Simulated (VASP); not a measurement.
# CdS (Fd-3m) in VASP: a series of runs, part 2 of 2

VASP 6.6.1.

### 4 Relaxation of cell and atoms, PBE

This run uses another cell than the first one, of 26.48 Å³/atom, 1.333 times its volume.

Input file INCAR:

```
SYSTEM = CdS
ALGO = Normal
EDIFF = 1E-7
EDIFFG = -0.04
ENCUT = 600
GGA = PE
IBRION = 2
ISIF = 3
ISMEAR = 0
LASPH = .TRUE.
LCHARG = .FALSE.
LREAL = .FALSE.
LWAVE = .FALSE.
NELM = 60
NSW = 90
PREC = Accurate
SIGMA = 0.1
```

Input file KPOINTS:

```
k-points
0
G
  4 4 4
  0 0 0
```

Input file POSCAR:

```
CdS
1.0
    0.0000000000      3.7551168270      3.7551168270
    3.7551168270      0.0000000000      3.7551168270
    3.7551168270      3.7551168270      0.0000000000
Cd S
2 2
Direct
    0.5000000000      0.5000000000      0.5000000000
    0.7500000000      0.7500000000      0.7500000000
    0.0000000000      0.0000000000      0.0000000000
    0.2500000000      0.2500000000      0.2500000000
```

Potentials or basis: VASP PAW PBE potentials, release 64 (Cd, S).

Run with:

```console
cat potpaw_PBE.64/Cd/POTCAR potpaw_PBE.64/S/POTCAR > POTCAR
mpirun -np 1 vasp_std > vasp.out
```

OUTCAR:

```text
SYSTEM = CdS
   EDIFF = 1E-7
   EDIFFG = -0.04
   ENCUT = 600
   GGA = PE
   IBRION = 2
   ISIF = 3
   ISMEAR = 0
   LASPH = .TRUE.
   LREAL = .FALSE.
   NELM = 60
   NSW = 90
   PREC = Accurate

 ion  position               nearest neighbor table
   1  0.500  0.500  0.500-   4 3.25   4 3.25   4 3.25   2 3.25   4 3.25   2 3.25   2 3.25   2 3.25

   2  0.750  0.750  0.750-   1 3.25   1 3.25   1 3.25   1 3.25   3 3.25   3 3.25   3 3.25   3 3.25

   3  0.000  0.000  0.000-   2 3.25   2 3.25   2 3.25   2 3.25
   4  0.250  0.250  0.250-   1 3.25   1 3.25   1 3.25   1 3.25

  LATTYP: Found a face centered cubic cell.
 ALAT       =     7.5102336540

  Lattice vectors:

 A1 = (   0.0000000000,   3.7551168270,   3.7551168270)
 A2 = (   3.7551168270,   0.0000000000,   3.7551168270)
 A3 = (   3.7551168270,   3.7551168270,   0.0000000000)

Analysis of symmetry for initial positions (statically):
=====================================================================
 Subroutine PRICEL returns:
 Original cell was already a primitive cell.

 Routine SETGRP: Setting up the symmetry group for a
 face centered cubic supercell.

 Subroutine GETGRP returns: Found 48 space group operations
 (whereof 24 operations were pure point group operations)
 out of a pool of 48 trial point group operations.

The static configuration has the point symmetry T_d .
 The point group associated with its full space group is O_h .

Analysis of symmetry for dynamics (positions and initial velocities):
[... 134 lines left out ...]
  volume of cell :      105.90
 maximum number of plane-waves:      3582
   NGX = 21   NGY = 21   NGZ = 21

--------------------------------------- Ionic step        1  -------------------------------------------

 number of electron      35.9999991 magnetization

 Free energy of the ion-electron system (eV)
  ---------------------------------------------------
  ext. energy  EPLUGINS =         0.00000000
  ---------------------------------------------------
  free energy    TOTEN  =        -7.60002924 eV

  energy without entropy =       -7.57987156  energy(sigma->0) =       -7.58995040

 E-fermi :   1.2999     XC(G=0):  -9.3646

 val. band max:        1.2555254174   @ k =   0.5000   0.2500   0.0000
 cond. band min:       1.6122336339   @ k =   0.5000   0.5000   0.0000
 fundamental gap:      0.3567082164
 Fermi energy:         1.2998506956

 k-point     1 :       0.0000    0.0000    0.0000
  band No.  band energies     occupation
      1     -10.7970      2.00000
      2      -9.1107      2.00000
      3      -6.8762      2.00000
      4      -6.8762      2.00000
      5      -6.8762      2.00000
      6      -6.8189      2.00000
[... 264 lines left out ...]
--------------------------------------- Ionic step        3  -------------------------------------------

 number of electron      35.9999999 magnetization

 Free energy of the ion-electron system (eV)
  ---------------------------------------------------
  ext. energy  EPLUGINS =         0.00000000
  ---------------------------------------------------
  free energy    TOTEN  =        -8.52793570 eV

  energy without entropy =       -8.51534083  energy(sigma->0) =       -8.52163826

 E-fermi :   3.6247     XC(G=0): -10.6984

 val. band max:        3.5585918101   @ k =   0.2500   0.0000   0.0000
 cond. band min:       3.7519718167   @ k =   0.5000   0.0000   0.0000
 fundamental gap:      0.1933800066
 Fermi energy:         3.6246941726

 k-point     1 :       0.0000    0.0000    0.0000
  band No.  band energies     occupation
      1      -9.9022      2.00000
      2      -6.7250      2.00000
      3      -5.1072      2.00000
      4      -5.1072      2.00000
      5      -5.1072      2.00000
      6      -5.0088      2.00000
[... 220 lines left out ...]
  FREE ENERGIE OF THE ION-ELECTRON SYSTEM (eV)
  ---------------------------------------------------
  free  energy   TOTEN  =        -8.5279357010 eV

  energy  without entropy=       -8.5153408260  energy(sigma->0) =       -8.52163826

 reached required accuracy - stopping structural energy minimisation
```

OSZICAR:

```text
N       E                     dE             d eps       ncg     rms          rms(c)
DAV:   1     0.252032028356E+03    0.25203E+03   -0.18627E+04   352   0.165E+03
DAV:   2     0.534069115982E+01   -0.24669E+03   -0.23954E+03   400   0.371E+02
DAV:   3    -0.913958455621E+01   -0.14480E+02   -0.14283E+02   406   0.830E+01
[... 33 lines left out ...]
DAV:   6    -0.852792169422E+01   -0.39674E-04   -0.28372E-04   370   0.138E-01    0.624E-02
DAV:   7    -0.852793169785E+01   -0.10004E-04   -0.14880E-05   364   0.256E-02    0.225E-02
DAV:   8    -0.852793587493E+01   -0.41771E-05   -0.49791E-06   352   0.225E-02    0.275E-03
DAV:   9    -0.852793568493E+01    0.19000E-06   -0.54573E-08   188   0.234E-03    0.106E-03
DAV:  10    -0.852793570105E+01   -0.16118E-07   -0.12607E-08   176   0.128E-03
   3 F= -.85279357E+01 E0= -.85216383E+01  d E =-.927906E+00
```

It took 62 s on 1 thread of Intel Xeon 6975P-C, shared host; peak memory 0.28 GiB.

Results:

```yaml
Free_energy: -8.5279 eV
Relaxed_volume: 20.05 Å³/atom
Relaxed_cell: a = 4.840 Å, b = 4.840 Å, c = 4.840 Å, α = 60.00°, β = 60.00°, γ = 60.00°
Space_group_after_relaxing_to_0.05_Å: Fd-3m (No. 227)
Energy_gained_by_relaxing: 232.0 meV/atom
Ionic_steps: 3
Pressure_after_relaxing: -0.3 GPa
Band_gap_on_the_k_mesh: zero (band 18 reaches 4.16 eV, above the bottom of band 19 at 2.36 eV)
```

Step by step:
| step | energy change (eV) | largest force (eV/Å) | pressure (GPa) | volume (Å³) |
| --- | --- | --- | --- | --- |
| 1 | 0.0000 | 0.0000 | -8.57 | 105.90 |
| 2 | -0.8563 | 0.0000 | -3.66 | 85.65 |
| 3 | -0.9279 | 0.0000 | -0.30 | 80.18 |

Final structure:
```
Cd S
1.0
     0.00000    3.42256    3.42256
     3.42256    0.00000    3.42256
     3.42256    3.42256    0.00000
Cd S
2 2
Direct
  0.50000 0.50000 0.50000
  0.75000 0.75000 0.75000
  0.00000 0.00000 0.00000
  0.25000 0.25000 0.25000
```

Caveat: the k points lie up to 0.40 Å⁻¹ apart in the final cell; the volume moved by over 15 % at a fixed basis, so the end points are rough.

### 5 Summary

| task | cell | cutoff (eV) | gap on the mesh (eV) | pressure (GPa) |
| --- | --- | --- | --- | --- |
| single point | a = 4.825 Å, angles 60.0°, 4 atoms | 520 | none | 0.3 |
| single point | a = 5.311 Å, angles 60.0°, 4 atoms | 520 | none | -8.5 |
| relaxation of cell and atoms | relaxed from a = 5.311 Å, angles 60.0°, 4 atoms | 600 | none | -0.3 |

Alike in all rows: level PBE; potentials or basis VASP PAW PBE potentials, release 64 (Cd, S); no spin polarisation; k mesh 4 × 4 × 4; smearing gaussian 0.1 eV.

Caveats: all runs use coarse meshes; the volume moved by over 15 % at a fixed basis, so the end points are rough (some runs).

Total energies depend on the potentials used, so only differences within one code and one set of settings carry meaning.
